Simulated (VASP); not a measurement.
# MgO (P6_3/mmc) in VASP: a series of runs

MgO is run at these levels: PBE; tasks: single point.

All numbers are computed with VASP 6.6.1; they aren't measurements. Logs are shortened: lines on timing, memory, paths and dates and some standing lists are left out, and cuts for length are marked.

### 1 The cell of the first run

It takes space group P6_3/mmc (No. 194, hexagonal). The conventional cell has a = 3.416 Å, b = 3.416 Å, c = 4.239 Å, α = 90.00°, β = 90.00°, γ = 120.00°. Within 2.6 Å of Mg (site symmetry -6m2) lie 5 O at 1.97 to 2.12 Å. Within 2.6 Å of O (site symmetry -6m2) lie 5 Mg at 1.97 to 2.12 Å.

### 2 Single point, PBE

Contents of INCAR:

```
PREC = Accurate
ENCUT = 520
EDIFF = 1E-6
ISMEAR = 0
SIGMA = 0.05
LREAL = F
LASPH = T
NELM = 100
ALGO = Normal
ISIF = 2
LWAVE = F
LCHARG = F
GGA = PE
NBANDS = 16
```

Contents of KPOINTS:

```
regular mesh
0
Gamma
  9 9 6
```

Contents of POSCAR:

```
MgO
1.0
    3.4157000000      0.0000000000      0.0000000000
   -1.7078500000      2.9580829717      0.0000000000
    0.0000000000      0.0000000000      4.2393824570
Mg O
2 2
Direct
    0.6666666667      0.3333333333      0.7500000000
    0.3333333333      0.6666666667      0.2500000000
    0.6666666667      0.3333333333      0.2500000000
    0.3333333333      0.6666666667      0.7500000000
```

Potentials or basis: VASP PAW PBE potentials, release 64 (Mg, O).

Launch:

```sh
> cat potpaw_PBE.64/Mg/POTCAR potpaw_PBE.64/O/POTCAR > POTCAR
> mpirun -np 1 vasp_std > vasp.out
```

OUTCAR:

```text
PREC = Accurate
   ENCUT = 520
   EDIFF = 1E-6
   ISMEAR = 0
   LREAL = F
   LASPH = T
   NELM = 100
   ISIF = 2
   GGA = PE

 ion  position               nearest neighbor table
   1  0.667  0.333  0.750-   4 1.97   4 1.97   4 1.97   3 2.12   3 2.12   2 2.90   2 2.90   2 2.90
                             2 2.90   2 2.90   2 2.90
   2  0.333  0.667  0.250-   3 1.97   3 1.97   3 1.97   4 2.12   4 2.12   1 2.90   1 2.90   1 2.90
                             1 2.90   1 2.90   1 2.90
   3  0.667  0.333  0.250-   2 1.97   2 1.97   2 1.97   1 2.12   1 2.12
   4  0.333  0.667  0.750-   1 1.97   1 1.97   1 1.97   2 2.12   2 2.12

  LATTYP: Found a hexagonal cell.
 ALAT       =     3.4157000000
 C/A-ratio  =     1.2411460190

  Lattice vectors:

 A1 = (   3.4157000000,   0.0000000000,   0.0000000000)
 A2 = (  -1.7078500000,   2.9580829717,   0.0000000000)
 A3 = (   0.0000000000,   0.0000000000,   4.2393824570)

Analysis of symmetry for initial positions (statically):
=====================================================================
 Subroutine PRICEL returns:
 Original cell was already a primitive cell.

 Routine SETGRP: Setting up the symmetry group for a
 hexagonal supercell.

 Subroutine GETGRP returns: Found 24 space group operations
 (whereof 12 operations were pure point group operations)
 out of a pool of 24 trial point group operations.

The static configuration has the point symmetry D_3d.
 The point group associated with its full space group is D_6h.

Analysis of symmetry for dynamics (positions and initial velocities):
=====================================================================
 Subroutine PRICEL returns:
 Original cell was already a primitive cell.

 Routine SETGRP: Setting up the symmetry group for a
 hexagonal supercell.

 Subroutine GETGRP returns: Found 24 space group operations
 (whereof 12 operations were pure point group operations)
 out of a pool of 24 trial point group operations.

The dynamic configuration has the point symmetry D_3d.
 The point group associated with its full space group is D_6h.

 Subroutine INISYM returns: Found 24 space group operations
 (whereof 12 operations are pure point group operations),
 and found     1 'primitive' translations

----------------------------------------------------------------------------------------

                                     Primitive cell

[... 90 lines left out ...]
   LSORBIT =      F    spin-orbit coupling
   LASPH  =      T    aspherical Exc in radial PAW
   ENCUT  =  520.0 eV  38.22 Ry    6.18 a.u.   6.35  6.35  7.88*2*pi/ulx,y,z
   NELM   =    100;   NELMIN=  2; NELMDL= -5     # of ELM steps
   EDIFF  = 0.1E-05   stopping-criterion for ELM
   LREAL  =      F    real-space projection
   EDIFFG = 0.1E-04   stopping-criterion for IOM
   NSW    =      0    number of steps for IOM
   IBRION =     -1    ionic relax: 0-MD 1-quasi-New 2-CG
   NFREE  =      0    steps in history (QN), initial steepest desc. (CG)
   ISIF   =      2    stress and relaxation
   ISYM   =      2    0-nonsym 1-usesym 2-fastsym
   POTIM  = 0.5000    time-step for ionic-motion
   TEBEG  =    0.0;   TEEND  =   0.0 temperature during run
   PSTRESS=    0.0 pullay stress
   NELECT =      16.0000    total number of electrons
   NUPDOWN=      -1.0000    fix difference up-down
   EMIN   =  10.00;   EMAX   =-10.00  energy-range for DOS
   EFERMI =   0.00;   METHOD = LEGACY
   ISMEAR =     0;   SIGMA  =   0.05  broadening in eV -4-tet -1-fermi 0-gaus
   EFERMI_NEDOS =   21; number of points for ismear=-14 and -15
   IALGO  =     38    algorithm
   IMIX   =      4    mixing-type and parameters
     AMIX     =   0.40;   BMIX     =  1.00
     AMIX_MAG =   1.60;   BMIX_MAG =  1.00
  volume/ion in A,a.u.               =      10.71        72.27
  Fermi-wavevector in a.u.,A,eV,Ry     =   1.179009  2.228005 18.912958  1.390063
  Thomas-Fermi vector in A             =   2.315328
   LORBIT       =      0    0 simple, 1 ext, 2 COOP (PROOUT), +10 PAW based schemes
   GGA     = PE    functional components
   LHFCALC =     F    Hartree Fock is set to
   AEXX    =    0.0000 exact exchange contribution
   IVDW    =     0    specifies the selected vdW correction
   LEPSILON=     F    determine dielectric tensor
   LRPA    =     F    only Hartree local field effects (RPA)
 non-spin polarized calculation
 Gauss-broadening in eV      SIGMA  =   0.05
  energy-cutoff  :      520.00
  volume of cell :       42.83
 maximum number of plane-waves:      1168
 NGX is ok and might be reduce to    28

 number of electron      15.9999998 magnetization

 Free energy of the ion-electron system (eV)
  ---------------------------------------------------
  ext. energy  EPLUGINS =         0.00000000
  ---------------------------------------------------
  free energy    TOTEN  =       -23.59796808 eV

  energy without entropy =      -23.59796808  energy(sigma->0) =      -23.59796808

 E-fermi :   2.5335     XC(G=0): -10.2004

 val. band max:        2.2373759486   @ k =   0.0000   0.0000   0.0000
 cond. band min:       5.7759937618   @ k =   0.0000   0.0000   0.0000
 fundamental gap:      3.5386178132
 Fermi energy:         2.5334727270

 k-point     1 :       0.0000    0.0000    0.0000
  band No.  band energies     occupation
      1     -14.8570      2.00000
      2     -13.4498      2.00000
      3      -1.6152      2.00000
      4       0.4605      2.00000
      5       0.4605      2.00000
      6       1.3153      2.00000
[... 433 lines left out ...]
      3      -1.3866      2.00000
      4      -0.6787      2.00000
      5      -0.6787      2.00000
      6       0.8900      2.00000
[... 8 lines left out ...]
     15      16.2209      0.00000
     16      19.1755      0.00000

 [... further k-points ...]
[... 5 lines left out ...]
  --------------------------------------------------------------------------------------
  -------------------------------------------------------------------------------------
  Total        2.6976011      2.6976011      1.0933591      0.0000000     -0.0000000      0.0000000
  in kB      100.9010415    100.9010415     40.8959918      0.0000000     -0.0000000      0.0000000
  external PRESSURE =      80.8993582 kB  Pullay stress =       0.0000000 kB

 VOLUME and BASIS-vectors are now :
 -----------------------------------------------------------------------------
  energy-cutoff  :      520.00
  volume of cell :       42.83
      direct lattice vectors                 reciprocal lattice vectors
     3.415700000  0.000000000  0.000000000     0.292765758  0.169028389  0.000000000
    -1.707850000  2.958082972  0.000000000     0.000000000  0.338056779  0.000000000
     0.000000000  0.000000000  4.239382457     0.000000000  0.000000000  0.235883412

 POSITION                                       TOTAL-FORCE (eV/Angst)
 -----------------------------------------------------------------------------------
      1.70785      0.98603      3.17954        -0.000000     -0.000000      0.000000
     -0.00000      1.97206      1.05985         0.000000     -0.000000      0.000000
      1.70785      0.98603      1.05985         0.000000      0.000000      0.000000
     -0.00000      1.97206      3.17954        -0.000000      0.000000      0.000000
 -----------------------------------------------------------------------------------
    total drift:                                0.000000     -0.000000      0.000000

  FREE ENERGIE OF THE ION-ELECTRON SYSTEM (eV)
  ---------------------------------------------------
  free  energy   TOTEN  =       -23.5979680813 eV

  energy  without entropy=      -23.5979680813  energy(sigma->0) =      -23.59796808
```

OSZICAR:

```text
N       E                     dE             d eps       ncg     rms          rms(c)
DAV:   1     0.580800189945E+02    0.58080E+02   -0.76591E+03  1544   0.893E+02
DAV:   2    -0.240941238702E+02   -0.82174E+02   -0.75181E+02  2128   0.198E+02
DAV:   3    -0.276154389334E+02   -0.35213E+01   -0.35140E+01  1712   0.418E+01
DAV:   4    -0.276291466643E+02   -0.13708E-01   -0.13707E-01  1800   0.301E+00
DAV:   5    -0.276292143307E+02   -0.67666E-04   -0.67666E-04  1736   0.203E-01    0.113E+01
DAV:   6    -0.236527945508E+02    0.39764E+01   -0.10272E+01  1592   0.250E+01    0.348E+00
DAV:   7    -0.236126142967E+02    0.40180E-01   -0.14556E-01  1568   0.305E+00    0.212E+00
DAV:   8    -0.235996808561E+02    0.12933E-01   -0.85581E-02  1608   0.317E+00    0.498E-01
DAV:   9    -0.235971653417E+02    0.25155E-02   -0.51998E-03  1872   0.657E-01    0.117E-01
DAV:  10    -0.235979510534E+02   -0.78571E-03   -0.89633E-04  1552   0.198E-01    0.315E-02
DAV:  11    -0.235979689975E+02   -0.17944E-04   -0.20173E-05  1680   0.339E-02    0.171E-02
DAV:  12    -0.235979680813E+02    0.91619E-06   -0.78309E-06  1576   0.224E-02
   1 F= -.23597968E+02 E0= -.23597968E+02  d E =-.341465E-19
```

stdout:

```text
POSCAR found type information on POSCAR MgO
 POSCAR found :  2 types and       4 ions
 scaLAPACK will be used
 LDA part: xc-table for (Slater+PW92), standard interpolation
 POSCAR, INCAR and KPOINTS ok, starting setup
 FFT: planning ... GRIDC
 FFT: planning ... GRID_SOFT
 FFT: planning ... GRID
 WAVECAR not read
 entering main loop
```

It took 23 s on 1 thread of Intel Xeon Platinum 8259CL at 2.50GHz (Skylake/Cascade Lake), shared host; peak memory 0.18 GiB.

Results:

```yaml
Free_energy: -23.5980 eV
Pressure: 8.1 GPa
Band_gap_on_the_k_mesh: 3.54 eV, direct
```

Stress tensor (GPa, compression positive):
```
10.09  0.00  0.00
 0.00 10.09  0.00
 0.00  0.00  4.09
```

Levels at points of the mesh, in eV from the valence-band top:
| k point | band 6 | band 7 | band 8 | band 9 | band 10 | band 11 |
| --- | --- | --- | --- | --- | --- | --- |
| (0.00, 0.00, 0.00) | -0.92 | -0.92 | 0.00 | 3.54 | 9.56 | 12.12 |
| (0.00, 0.00, 0.50) | -1.37 | -1.37 | -1.37 | 6.55 | 6.55 | 13.29 |

A hybrid or GW would open this gap; PBE tends to underestimate it.

### 3 Single point, PBE

This run uses another cell than the first one, of 10.60 Å³/atom, 0.990 times its volume.

Contents of INCAR:

```
SYSTEM = MgO
  ALGO = Normal
  EDIFF = 1E-6
  ENCUT = 520
  GGA = PE
  ISIF = 2
  ISMEAR = 0
  LASPH = .TRUE.
  LCHARG = .TRUE.
  LELF = .TRUE.
  LREAL = .FALSE.
  LVHAR = .TRUE.
  LWAVE = .FALSE.
  NBANDS = 16
  NELM = 80
  PREC = Accurate
  SIGMA = 0.05
```

Contents of KPOINTS:

```
k-points
0
G
  9 9 6
  0 0 0
```

Contents of POSCAR:

```
MgO
1.0
    3.4509000000      0.0000000000      0.0000000000
   -1.7254500000      2.9885670659      0.0000000000
    0.0000000000      0.0000000000      4.1122000000
Mg O
2 2
Direct
    0.6666666667      0.3333333333      0.7500000000
    0.3333333333      0.6666666667      0.2500000000
    0.6666666667      0.3333333333      0.2500000000
    0.3333333333      0.6666666667      0.7500000000
```

Potentials or basis: VASP PAW PBE potentials, release 64 (Mg, O).

Launch:

```sh
> cat potpaw_PBE.64/Mg/POTCAR potpaw_PBE.64/O/POTCAR > POTCAR
> mpirun -np 1 vasp_std > vasp.out
```

Wall time 24 s (1 thread of Intel Xeon Platinum 8259CL at 2.50GHz (Skylake/Cascade Lake), shared host); peak memory 0.18 GiB.

The run converged. Its results:

```yaml
Free_energy: -23.5873 eV
Pressure: 9.7 GPa
Band_gap_on_the_k_mesh: 3.63 eV, direct
```

Stress tensor (GPa, compression positive):
```
 8.75  0.00  0.00
 0.00  8.75  0.00
 0.00  0.00 11.47
```

Levels at points of the mesh, in eV from the valence-band top:
```
           k point  band 4  band 5  band 6  band 7  band 8  band 9  band 10  band 11  band 12  band 13
(0.00, 0.00, 0.00)   -1.81   -1.81   -0.84   -0.84    0.00    3.63     9.82    12.62    12.76    12.76
(0.00, 0.00, 0.50)   -2.49   -1.35   -1.35   -1.35   -1.35    6.68     6.68    13.12    13.12    13.12
```

### 4 Single point, PBE

This run uses another cell than the first one, of the same volume but with other edges.

Contents of INCAR:

```
  ALGO = Normal
  EDIFF = 1E-6
  ENCUT = 520
  GGA = PE
  ISIF = 2
  ISMEAR = 0
  LASPH = T
  LCHARG = T
  LELF = T
  LREAL = F
  LVHAR = T
  LWAVE = F
  NBANDS = 16
  NELM = 80
  PREC = Accurate
  SIGMA = 0.05
```

Contents of KPOINTS:

```
k-points
0
Gamma
  9 9 6
```

Contents of POSCAR:

```
MgO
1.0
    3.3805000000      0.0000000000      0.0000000000
   -1.6902500000      2.9275988775      0.0000000000
    0.0000000000      0.0000000000      4.3242000000
Mg O
2 2
Direct
    0.6666666667      0.3333333333      0.7500000000
    0.3333333333      0.6666666667      0.2500000000
    0.6666666667      0.3333333333      0.2500000000
    0.3333333333      0.6666666667      0.7500000000
```

Launch:

```sh
> cat potpaw_PBE.64/Mg/POTCAR potpaw_PBE.64/O/POTCAR > POTCAR
> mpirun -np 1 vasp_std > vasp.out
```

Wall time 24 s (1 thread of Intel Xeon Platinum 8259CL at 2.50GHz (Skylake/Cascade Lake), shared host); peak memory 0.18 GiB.

Results (log left out):

```yaml
Free_energy: -23.5481 eV
Pressure: 8.9 GPa
Band_gap_on_the_k_mesh: 3.52 eV, direct
```

Stress tensor (GPa, compression positive):
```
12.81  0.00  0.00
 0.00 12.81  0.00
 0.00  0.00  1.07
```

Levels at points of the mesh, in eV from the valence-band top:
| k point | band 4 | band 5 | band 6 | band 7 | band 8 | band 9 | band 10 | band 11 | band 12 | band 13 |
| --- | --- | --- | --- | --- | --- | --- | --- | --- | --- | --- |
| (0.00, 0.00, 0.00) | -1.76 | -1.76 | -0.99 | -0.99 | 0.00 | 3.52 | 9.47 | 11.84 | 13.14 | 13.14 |
| (0.00, 0.00, 0.50) | -2.52 | -1.39 | -1.39 | -1.39 | -1.39 | 6.51 | 6.51 | 13.50 | 13.50 | 13.50 |

PBE gaps usually lie below the measured ones, often by a third to a half.

### 5 Summary

```csv
cell,gap on the mesh (eV),pressure (GPa)
"a = 3.416, b = 3.416, c = 4.239 Å, angles 90.0, 90.0, 120.0°, 4 atoms",3.54,8.1
"a = 3.451, b = 3.451, c = 4.112 Å, angles 90.0, 90.0, 120.0°, 4 atoms",3.63,9.7
"a = 3.381, b = 3.381, c = 4.324 Å, angles 90.0, 90.0, 120.0°, 4 atoms",3.52,8.9
```

Alike in all rows: task single point; level PBE; potentials or basis VASP PAW PBE potentials, release 64 (Mg, O); no spin polarisation; k mesh 9 × 9 × 6; cutoff (eV) 520; smearing gaussian 0.05 eV.

Total energies depend on the potentials used, so only differences within one code and one set of settings carry meaning.
